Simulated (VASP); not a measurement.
Here is a VASP 6.6.1 calculation.

The input POSCAR:

```
C
1.0
    0.0000000000      1.7833700000      1.7833700000
    1.7833700000      0.0000000000      1.7833700000
    1.7833700000      1.7833700000      0.0000000000
C
2
Direct
    0.7557270000      0.7492820000      0.7480910000
    0.4984020000      0.5059350000      0.5016340000
```

Contents of INCAR.step1:

```
SYSTEM = C
  PREC = Accurate
  ENCUT = 580
  ISMEAR = -1
  SIGMA = 0.15
  LREAL = .FALSE.
  LASPH = .TRUE.
  NELM = 200
  ISPIN = 2
  MAGMOM = -0.26 0.34
  GGA = PE
  ALGO = Normal
  EDIFF = 1E-5
  LWAVE = .TRUE.
  LCHARG = .FALSE.
  GGA_COMPAT = .FALSE.
  IBRION = 2
  EDIFFG = -0.01
  NELMIN = 4
  NSW = 100
  KPAR = 4
```

INCAR.step2

```
SYSTEM = C
  PREC = Accurate
  ENCUT = 580
  EDIFF = 1E-7
  ISMEAR = -1
  SIGMA = 0.15
  LREAL = .FALSE.
  LASPH = .TRUE.
  NELM = 200
  ALGO = Normal
  ISIF = 2
  LWAVE = .FALSE.
  LCHARG = .FALSE.
  ISPIN = 2
  MAGMOM = -0.26 0.34
  LORBIT = 11
  METAGGA = R2SCAN
  LMIXTAU = .TRUE.
  IVDW = 13
  VDW_S6 = 1.0
  VDW_S8 = 0.6018749
  VDW_A1 = 0.51559235
  VDW_A2 = 5.77342911
  IBRION = 2
  NSW = 80
  EDIFFG = -0.01
  ISTART = 1
  GGA_COMPAT = .FALSE.
  NELMIN = 4
  KPAR = 4
```

Contents of KPOINTS:

```
regular mesh
0
G
  10 10 10
  0 0 0
```

Potentials or basis: VASP PAW PBE potentials, release 64 (C).

Run with:

```bash
$ cat potpaw_PBE.64/C/POTCAR > POTCAR
$ cp INCAR.step1 INCAR
$ mpirun -np 4 vasp_std > vasp.out
$ cp INCAR.step2 INCAR
$ mpirun -np 4 vasp_std > vasp.out
```

Predict the net moment.

0.00 μB per cell.

Estimate the dispersion energy per atom.

-0.088 eV.

Step by step:
| step | energy change (eV) | largest force (eV/Å) | pressure (GPa) |
| --- | --- | --- | --- |
| 1 | 0.0000 | 0.7504 | -3.95 |
| 2 | 0.0461 | 2.0033 | -3.12 |
| 3 | -0.0073 | 0.0150 | -4.08 |
| 4 | -0.0073 | 0.0203 | -4.08 |
| 5 | -0.0073 | 0.0437 | -4.08 |
| 6 | -0.0073 | 0.0004 | -4.08 |

Caveat: the cell differs from its parent crystal (atoms moved at random); the PAW data sets were made with another functional, which shifts forces and pressure a little.
